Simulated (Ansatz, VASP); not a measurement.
**Two plane-wave programs on SrTi2O4**

INCAR

```
PREC     = Accurate       # precision mode
ENCUT    = 600            # plane-wave cutoff, eV
EDIFF    = 1E-7           # SCF threshold, eV
ISMEAR   = 0              # smearing method
SIGMA    = 0.15           # smearing width, eV
LREAL    = False          # projectors in reciprocal space
LASPH    = True           # aspherical terms in the spheres
NELM     = 150            # most SCF steps
ALGO     = Normal         # electronic algorithm
ISIF     = 3              # what is computed and relaxed
LWAVE    = False          # write WAVECAR
LCHARG   = False          # write CHGCAR
ISPIN    = 2              # spin polarisation
MAGMOM   = 0 1 1 0 0 0 0  # initial moments
LORBIT   = 11             # projections on sites
LMAXMIX  = 4              # l up to which the mixer works
GGA      = PE             # functional
IBRION   = 2              # ionic algorithm
NSW      = 36             # ionic steps
EDIFFG   = -0.08          # ionic threshold
```

File KPOINTS:

```
Automatic mesh
0
Gamma
  3 4 2
```

POSCAR

```
SrTi2O4
1.0
    5.2000000000      0.0000000000      0.0000000000
    0.0000000000      3.0000000000      0.0000000000
    0.0000000000      0.0000000000      5.8000000000
Sr Ti O
1 2 4
Direct
    0.0000000000      0.0000000000      0.5000000000
    0.5000000000      0.5000000000      0.0000000000
    0.0000000000      0.0000000000      0.0000000000
    0.8330000000      0.5000000000      0.1900000000
    0.1670000000      0.5000000000      0.8100000000
    0.6670000000      0.0000000000      0.8100000000
    0.3330000000      0.0000000000      0.1900000000
```

Input for Ansatz:

```yaml
crystal:
  lattice:
    - [5.2, 0.0, 0.0]
    - [0.0, 3.0, 0.0]
    - [0.0, 0.0, 5.8]
  atoms:
    - { symbol: Sr, position: [0.0, 0.0, 0.5] }
    - { symbol: Ti, position: [0.5, 0.5, 0.0], spin: 1.0 }
    - { symbol: Ti, position: [0.0, 0.0, 0.0], spin: 1.0 }
    - { symbol: O, position: [0.833, 0.5, 0.19] }
    - { symbol: O, position: [0.167, 0.5, 0.81] }
    - { symbol: O, position: [0.667, 0.0, 0.81] }
    - { symbol: O, position: [0.333, 0.0, 0.19] }
basis:
  ecutwfc: 420
kpoints:
  mp_grid: { grid: [3, 4, 2] }
hamiltonian:
  xc: pbe
scf:
  occupations: { method: gaussian, width: 0.15 }
  lower_state_search: "off"
output:
  forces: true
  stress: true
  eigenvalues: true
  populations: true
magnetization:
  spin_polarized: true
relax:
  adjacent_minimum: "off"
  f_tol: 0.08
  max_steps: 16
  cell: { stress_tol: 0.8 }
```

Alike in both runs: task relaxation of cell and atoms; functional PBE; k mesh 3 × 4 × 2; occupations gaussian, width 0.15 eV; collinear spin.

|  | VASP | Ansatz |
| --- | --- | --- |
| version | VASP 6.6.1 | Ansatz 0.2.0 |
| potentials or method | VASP PAW PBE potentials, release 64 (Sr_sv, Ti_sv, O), cutoff 600 eV | scalar-relativistic, plane waves, PAW |
| valence electrons in the cell | 58 | 58 |

Ansatz gave:

```
gap on the k mesh at the Fermi level, each at its own relaxed structure (eV) : none
net moment per atom (μB)                                                     : 0.00
relaxed volume (Å³/atom)                                                     : 13.23
relaxed length of the cell vector where the two differ most in proportion (Å)              : 6.043
```

**Question.** Estimate VASP's values.

**Answer.** gap on the k mesh at the Fermi level, each at its own relaxed structure (eV): none; net moment per atom (μB): 0.00; relaxed volume (Å³/atom): 13.26; relaxed length of the cell vector where the two differ most in proportion (Å): 6.063.

A gap of «none» marks a metal or a gap that the smearing closes. Ansatz's warnings: seeded moment not kept.

The k mesh is coarse, so the values compare programs but aren't converged.
